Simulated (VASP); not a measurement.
The system is Cs.

```
Cs
1.0
     5.56631    0.00000    0.00000
    -2.78315    4.82056    0.00000
     0.00000    0.00000    9.25848
Cs
2
Direct
  0.33333 0.66667 0.25000
  0.66667 0.33333 0.75000
```

| Property | Result |
| --- | --- |
| Program | VASP 6.6.1 |
| Task | relaxation of cell and atoms |
| Functional | PBE |
| Potentials or basis | VASP PAW PBE potentials, release 64 (Cs_sv) |
| Cutoff | 600 eV |
| k mesh | 9 × 9 × 6 |
| Occupations | gaussian, width 0.1 eV |
| Spin | no spin polarisation |

At the start: pressure -0.1 GPa; volume 124.22 Å³/atom.

Q: How do energy, volume and symmetry change on relaxing?

A: Over 4 steps the energy falls by 2.4 meV/atom and the volume is 116.97 Å³/atom (-5.8 %); space group P6_3/mmc (No. 194, to 0.05 Å).

Step by step:
```
step  energy change (eV)  largest force (eV/Å)  pressure (GPa)  volume (Å³)
   1              0.0000                0.0000           -0.11       248.43
   2             -0.0018                0.0000           -0.09       245.44
   3             -0.0047                0.0000           -0.02       236.62
   4             -0.0049                0.0000            0.00       233.94
```

Final structure:
```cif
data_structure
_symmetry_space_group_name_H-M 'P 1'
_symmetry_Int_Tables_number 1
_cell_length_a 5.4614
_cell_length_b 5.4614
_cell_length_c 9.0564
_cell_angle_alpha 90.000
_cell_angle_beta 90.000
_cell_angle_gamma 120.000
_cell_volume 233.94
loop_
_atom_site_label
_atom_site_type_symbol
_atom_site_fract_x
_atom_site_fract_y
_atom_site_fract_z
_atom_site_occupancy
Cs1 Cs 0.33333 0.66667 0.25000 1
Cs2 Cs 0.66667 0.33333 0.75000 1
```
